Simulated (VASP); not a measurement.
# TiSi2 (Fddd) in VASP: notebook

The runs below take TiSi2 through relaxation of cell and atoms, single point, with LDA, PBE+U, PBE.

Everything below comes from runs of VASP 6.6.1. Logs are shortened: lines on timing, memory, paths and dates and some standing lists are left out, and cuts for length are marked.

### Step 1. The cell of the first run

Symmetry: Fddd, No. 70, orthorhombic system. The conventional cell has a = 4.779 Å, b = 8.235 Å, c = 8.526 Å, α = 90.00°, β = 90.00°, γ = 90.00°. Within 3.4 Å of Ti (site symmetry 222) lie 10 Si at 2.55 to 2.78 Å and 4 Ti at 3.20 Å. Within 3.3 Å of Si (site symmetry 2) lie 9 Si at 2.52 to 3.20 Å and 5 Ti at 2.55 to 2.78 Å.

### Step 2. Relaxation of cell and atoms, LDA

Contents of INCAR:

```
ALGO = Normal
EDIFF = 1E-6
EDIFFG = -0.01
ENCUT = 600
IBRION = 2
ISIF = 3
ISMEAR = -1
LASPH = T
LCHARG = F
LREAL = F
LWAVE = F
NELM = 80
NSW = 60
PREC = Accurate
SIGMA = 0.05
```

Contents of KPOINTS:

```
k-points
0
Gamma
  7 7 7
```

Contents of POSCAR:

```
TiSi2
1.0
    0.0000000000      4.1175163063      4.2628978354
    2.3895119538      0.0000000000      4.2628978354
    2.3895119538      4.1175163063      0.0000000000
Ti Si
2 4
Direct
    0.7500000000      0.7500000000      0.7500000000
    0.5000000000      0.5000000000      0.5000000000
    0.4125656100      0.0874343900      0.4125656100
    0.0874343900      0.4125656100      0.0874343900
    0.1625656100      0.8374343900      0.1625656100
    0.8374343900      0.1625656100      0.8374343900
```

Potentials or basis: VASP PAW LDA potentials, release 64 (Ti_sv, Si).

The run is started by

```bash
$ cat potpaw_LDA.64/Ti_sv/POTCAR potpaw_LDA.64/Si/POTCAR > POTCAR
$ mpirun -np 1 vasp_std > vasp.out
```

OUTCAR:

```text
EDIFF = 1E-6
   EDIFFG = -0.01
   ENCUT = 600
   IBRION = 2
   ISIF = 3
   ISMEAR = -1
   LASPH = T
   LREAL = F
   NELM = 80
   NSW = 60
   PREC = Accurate

 ion  position               nearest neighbor table
   1  0.750  0.750  0.750-   6 2.55   5 2.55   6 2.55   5 2.55   3 2.74   3 2.74   4 2.74   4 2.74
                             3 2.78   4 2.78
   2  0.500  0.500  0.500-   4 2.55   3 2.55   4 2.55   3 2.55   5 2.74   5 2.74   6 2.74   6 2.74
                             5 2.78   6 2.78
   3  0.413  0.087  0.413-   6 2.52   6 2.52   2 2.55   2 2.55   4 2.68   1 2.74   1 2.74   1 2.78
                             4 2.79   4 2.79
   4  0.087  0.413  0.087-   5 2.52   5 2.52   2 2.55   2 2.55   3 2.68   1 2.74   1 2.74   1 2.78
                             3 2.79   3 2.79
   5  0.163  0.837  0.163-   4 2.52   4 2.52   1 2.55   1 2.55   6 2.68   2 2.74   2 2.74   2 2.78
                             6 2.79   6 2.79
   6  0.837  0.163  0.837-   3 2.52   3 2.52   1 2.55   1 2.55   5 2.68   2 2.74   2 2.74   2 2.78
                             5 2.79   5 2.79

  LATTYP: Found a face centered orthorhombic cell.
 ALAT       =     4.7790239076
 B/A-ratio  =     1.7231620456
 C/A-ratio  =     1.7840035613

  Lattice vectors:

 A1 = (   0.0000000000,   4.1175163063,   4.2628978354)
 A2 = (   2.3895119538,   0.0000000000,   4.2628978354)
 A3 = (   2.3895119538,   4.1175163063,   0.0000000000)

Analysis of symmetry for initial positions (statically):
=====================================================================
 Subroutine PRICEL returns:
 Original cell was already a primitive cell.

 Routine SETGRP: Setting up the symmetry group for a
 face centered orthorhombic supercell.

 Subroutine GETGRP returns: Found  8 space group operations
 (whereof  4 operations were pure point group operations)
 out of a pool of  8 trial point group operations.

The static configuration has the point symmetry D_2 .
 The point group associated with its full space group is D_2h.

Analysis of symmetry for dynamics (positions and initial velocities):
=====================================================================
 Subroutine PRICEL returns:
 Original cell was already a primitive cell.

 Routine SETGRP: Setting up the symmetry group for a
 face centered orthorhombic supercell.

 Subroutine GETGRP returns: Found  8 space group operations
 (whereof  4 operations were pure point group operations)
 out of a pool of  8 trial point group operations.

The dynamic configuration has the point symmetry D_2 .
 The point group associated with its full space group is D_2h.

 Subroutine INISYM returns: Found  8 space group operations
 (whereof  4 operations are pure point group operations),
 and found     1 'primitive' translations

----------------------------------------------------------------------------------------

                                     Primitive cell

  volume of cell :      83.8841

  direct lattice vectors                    reciprocal lattice vectors
     0.000000000  4.117516306  4.262897835    -0.209247750  0.121432427  0.117291106
     2.389511954  0.000000000  4.262897835     0.209247750 -0.121432427  0.117291106
     2.389511954  4.117516306  0.000000000     0.209247750  0.121432427 -0.117291106

  length of vectors
     5.926739280  4.886928006  4.760641544     0.268863643  0.268863643  0.268863643

  position of ions in fractional coordinates (direct lattice)
     0.750000000  0.750000000  0.750000000
     0.500000000  0.500000000  0.500000000
     0.412565610  0.087434390  0.412565610
     0.087434390  0.412565610  0.087434390
     0.162565610  0.837434390  0.162565610
     0.837434390  0.162565610  0.837434390

  ion indices of the primitive-cell ions
   primitive index   ion index
                 1           1
                 2           2
                 3           3
                 4           4
                 5           5
                 6           6

----------------------------------------------------------------------------------------

 KPOINTS: k-points

Automatic generation of k-mesh.
 Grid dimensions read from file:
 generate k-points for:    7    7    7

 Generating k-lattice:

  Cartesian coordinates                     Fractional coordinates (reciprocal lattice)
    -0.029892536  0.017347490  0.016755872     0.142857143  0.000000000  0.000000000
     0.029892536 -0.017347490  0.016755872     0.000000000  0.142857143 -0.000000000
     0.029892536  0.017347490 -0.016755872     0.000000000 -0.000000000  0.142857143

  Length of vectors
     0.038409092  0.038409092  0.038409092

  Shift w.r.t. Gamma in fractional coordinates (k-lattice)
     0.000000000  0.000000000  0.000000000

 Subroutine IBZKPT returns following result:
 ===========================================

 Found     64 irreducible k-points:

 Following reciprocal coordinates:
            Coordinates               Weight
  0.000000  0.000000  0.000000      1.000000
  0.142857  0.000000  0.000000      8.000000
  0.285714  0.000000  0.000000      8.000000
  0.428571  0.000000  0.000000      8.000000
  0.142857  0.142857  0.000000      2.000000
  0.285714  0.142857  0.000000      8.000000
[... 16 lines left out ...]
  0.000000  0.142857  0.142857      2.000000
  0.285714  0.142857  0.142857      4.000000
 [... further k-points ...]
   k-points           NKPTS =     64   k-points in BZ     NKDIM =     64   number of bands    NBANDS=     24
   number of dos      NEDOS =    301   number of ions     NIONS =      6
   total plane-waves  NPLWV =  76800
   dimension x,y,z NGX =    48 NGY =   40 NGZ =   40
   dimension x,y,z NGXF=    96 NGYF=   80 NGZF=   80
   ions per type =               2   4
   NGX,Y,Z   is equivalent  to a cutoff of  13.46, 13.61, 13.97 a.u.
   NGXF,Y,Z  is equivalent  to a cutoff of  26.93, 27.21, 27.94 a.u.
 SYSTEM =  unknown system
   PREC   = accura    normal or accurate (medium, high low for compatibility)
   ISTART =      0    job   : 0-new  1-cont  2-samecut
   ICHARG =      2    charge: 1-file 2-atom 10-const
   ISPIN  =      1    spin polarized calculation?
   LNONCOLLINEAR =      F non collinear calculations
   LSORBIT =      F    spin-orbit coupling
   LASPH  =      T    aspherical Exc in radial PAW
   ENCUT  =  600.0 eV  44.10 Ry    6.64 a.u.  11.84  9.76  9.51*2*pi/ulx,y,z
   NELM   =     80;   NELMIN=  2; NELMDL= -5     # of ELM steps
   EDIFF  = 0.1E-05   stopping-criterion for ELM
   LREAL  =      F    real-space projection
   EDIFFG = -.1E-01   stopping-criterion for IOM
   NSW    =     60    number of steps for IOM
   IBRION =      2    ionic relax: 0-MD 1-quasi-New 2-CG
   NFREE  =      1    steps in history (QN), initial steepest desc. (CG)
   ISIF   =      3    stress and relaxation
   ISYM   =      2    0-nonsym 1-usesym 2-fastsym
   POTIM  = 0.5000    time-step for ionic-motion
   TEBEG  =    0.0;   TEEND  =   0.0 temperature during run
   PSTRESS=    0.0 pullay stress
   NELECT =      40.0000    total number of electrons
   NUPDOWN=      -1.0000    fix difference up-down
   EMIN   =  10.00;   EMAX   =-10.00  energy-range for DOS
   EFERMI =   0.00;   METHOD = LEGACY
   ISMEAR =    -1;   SIGMA  =   0.05  broadening in eV -4-tet -1-fermi 0-gaus
   EFERMI_NEDOS =   21; number of points for ismear=-14 and -15
   IALGO  =     38    algorithm
   IMIX   =      4    mixing-type and parameters
     AMIX     =   0.40;   BMIX     =  1.00
     AMIX_MAG =   1.60;   BMIX_MAG =  1.00
  volume/ion in A,a.u.               =      13.98        94.35
  Fermi-wavevector in a.u.,A,eV,Ry     =   1.278994  2.416947 22.256742  1.635824
  Thomas-Fermi vector in A             =   2.411504
   LORBIT       =      0    0 simple, 1 ext, 2 COOP (PROOUT), +10 PAW based schemes
   GGA     = CA    functional components
   LHFCALC =     F    Hartree Fock is set to
   AEXX    =    0.0000 exact exchange contribution
   IVDW    =     0    specifies the selected vdW correction
   LEPSILON=     F    determine dielectric tensor
   LRPA    =     F    only Hartree local field effects (RPA)
 conjugate gradient relaxation of ions
 non-spin polarized calculation
  energy-cutoff  :      600.00
  volume of cell :       83.88
 maximum number of plane-waves:      2831
   NGX = 23   NGY = 19   NGZ = 19

--------------------------------------- Ionic step        1  -------------------------------------------

 number of electron      39.9999999 magnetization

 Free energy of the ion-electron system (eV)
  ---------------------------------------------------
  ext. energy  EPLUGINS =         0.00000000
  ---------------------------------------------------
  free energy    TOTEN  =       -44.89882728 eV

  energy without entropy =      -44.87846332  energy(sigma->0) =      -44.88864530

------------------------ aborting loop because EDIFF is reached ----------------------------------------

  FORCE on cell =-STRESS in cart. coord.  units (eV):
  Direction    XX          YY          ZZ          XY          YZ          ZX
  --------------------------------------------------------------------------------------
  -------------------------------------------------------------------------------------
  Total       -2.4183658     -2.8814361     -2.4031233      0.0000000      0.0000000      0.0000000
  in kB      -46.1905492    -55.0351449    -45.8994192      0.0000000      0.0000000      0.0000000
  external PRESSURE =     -49.0417044 kB  Pullay stress =       0.0000000 kB
[... 265 lines left out ...]
  energy  without entropy=      -44.9269997275  energy(sigma->0) =      -44.93661218

--------------------------------------- Ionic step        8  -------------------------------------------

 number of electron      40.0000000 magnetization

 Free energy of the ion-electron system (eV)
  ---------------------------------------------------
  ext. energy  EPLUGINS =         0.00000000
  ---------------------------------------------------
  free energy    TOTEN  =       -44.94625090 eV

  energy without entropy =      -44.92715668  energy(sigma->0) =      -44.93670379

 E-fermi :  10.4891     XC(G=0): -12.0453

 val. band max:       10.4848993952   @ k =  -0.1429   0.1429   0.2857
 cond. band min:      10.4914934862   @ k =  -0.2857   0.1429  -0.0000
 fundamental gap:      0.0065940910
 Fermi energy:        10.4891350491

 k-point     1 :       0.0000    0.0000    0.0000
  band No.  band energies     occupation
      1     -44.9478      2.00000
      2     -44.9119      2.00000
      3     -21.7485      2.00000
      4     -21.7285      2.00000
      5     -21.6394      2.00000
      6     -21.6221      2.00000
[... 637 lines left out ...]
     23      13.6245      0.00000
     24      13.7445      0.00000

 [... further k-points ...]
[... 5 lines left out ...]
  --------------------------------------------------------------------------------------
  -------------------------------------------------------------------------------------
  Total       -0.0159776      0.0073170      0.0204656      0.0000000      0.0000000      0.0000000
  in kB       -0.3158417      0.1446414      0.4045606      0.0000000      0.0000000      0.0000000
  external PRESSURE =       0.0777868 kB  Pullay stress =       0.0000000 kB
[... 21 lines left out ...]
  FREE ENERGIE OF THE ION-ELECTRON SYSTEM (eV)
  ---------------------------------------------------
  free  energy   TOTEN  =       -44.9462509022 eV

  energy  without entropy=      -44.9271566751  energy(sigma->0) =      -44.93670379

 reached required accuracy - stopping structural energy minimisation
```

Run time: 8.8 min. Hardware: 1 thread of Intel Xeon 6975P-C (Granite Rapids), shared host; peak memory 0.32 GiB.

Results:

| Item | Value |
| --- | --- |
| Free energy | -44.9463 eV |
| Relaxed volume | 13.51 Å³/atom |
| Relaxed cell | a = 5.857 Å, b = 4.843 Å, c = 4.694 Å, α = 75.76°, β = 53.28°, γ = 50.96° |
| Space group after relaxing (to 0.05 Å) | Fddd (No. 70) |
| Energy gained by relaxing | 7.9 meV/atom |
| Ionic steps | 8 |
| Pressure after relaxing | 0.0 GPa |
| Band gap on the k mesh | zero (band 20 reaches 11.21 eV, above the bottom of band 21 at 9.37 eV) |

Step by step:
| step | energy change (eV) | largest force (eV/Å) | pressure (GPa) | volume (Å³) |
| --- | --- | --- | --- | --- |
| 1 | 0.0000 | 0.0634 | -4.90 | 83.88 |
| 2 | -0.0110 | 0.0807 | 4.95 | 78.79 |
| 3 | -0.0447 | 0.0731 | 0.08 | 81.10 |
| 4 | -0.0466 | 0.0437 | 0.00 | 81.04 |
| 5 | -0.0467 | 0.0480 | 0.01 | 81.05 |
| 6 | -0.0471 | 0.0313 | 0.00 | 81.05 |
| 7 | -0.0474 | 0.0013 | -0.01 | 81.06 |
| 8 | -0.0474 | 0.0007 | 0.01 | 81.05 |

Final structure:
```
Ti Si
1.0
     0.00000    4.05420    4.22680
     2.36486    0.00000    4.22680
     2.36486    4.05420    0.00000
Ti Si
2 4
Direct
  0.75000 0.75000 0.75000
  0.50000 0.50000 0.50000
  0.41399 0.08601 0.41399
  0.08601 0.41399 0.08601
  0.16399 0.83601 0.16399
  0.83601 0.16399 0.83601
```

Levels at points of the mesh, in eV from the Fermi level:
```
           k point  band 18  band 19  band 20  band 21  band 22  band 23
(0.00, 0.00, 0.00)    -1.96    -1.71    -1.32    -0.95     2.11     3.25
```

(Continued in part 2 of 2.)
